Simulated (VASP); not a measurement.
Here is a VASP 6.6.1 calculation.

INCAR

```
SYSTEM = GaN
ALGO = Normal
EDIFF = 1E-6
ENCUT = 520
GGA = PE
ISIF = 2
ISMEAR = 0
LASPH = .True.
LCHARG = .False.
LREAL = .False.
LWAVE = .False.
NBANDS = 46
NELM = 80
PREC = Accurate
SIGMA = 0.05
```

The input KPOINTS:

```
k-points
0
Gamma
  8 6 6
  0 0 0
```

File POSCAR:

```
GaN
1.0
   -3.2185392732      0.0000000000      0.0000000000
    0.0000000000      0.0000000000     -5.2433778863
    0.0000000001     -5.5746735474      0.0000000000
Ga N
4 4
Direct
    0.5000000000      0.0063924375      0.1747050732
    0.0000000000     -0.0001599905      0.6586249308
    0.0000000000      0.4998400095      0.3413750692
    0.5000000000      0.5063924375      0.8252949268
    0.5000000000      0.6115006639      0.1680152500
    0.0000000000      0.6143443387      0.6652969815
    0.0000000000      0.1143443387      0.3347030185
    0.5000000000      0.1115006639      0.8319847500
```

Potentials or basis: VASP PAW PBE potentials, release 64 (Ga_d, N).

The run is started by

```bash
$ cat potpaw_PBE.64/Ga_d/POTCAR potpaw_PBE.64/N/POTCAR > POTCAR
$ mpirun -np 1 vasp_std > vasp.out
```

Problem. What does it give for the pressure?

Solution. 0.8 GPa.

Problem. What does it give for the band gap on the k mesh?

Solution. 1.61 eV.

Problem. Estimate the largest force.

Solution. 1.447 eV/Å.

Stress tensor (GPa, compression positive):
```
 2.54  0.00  0.00
 0.00  2.66  0.00
 0.00  0.00 -2.68
```

Caveat: the cell differs from its parent crystal (mode 11 frozen in at -0.048 Å and mode 13 at +0.059 Å (largest displacements)); forces of over 1 eV/Å act on the atoms, so gaps and moduli don't describe the material at rest.
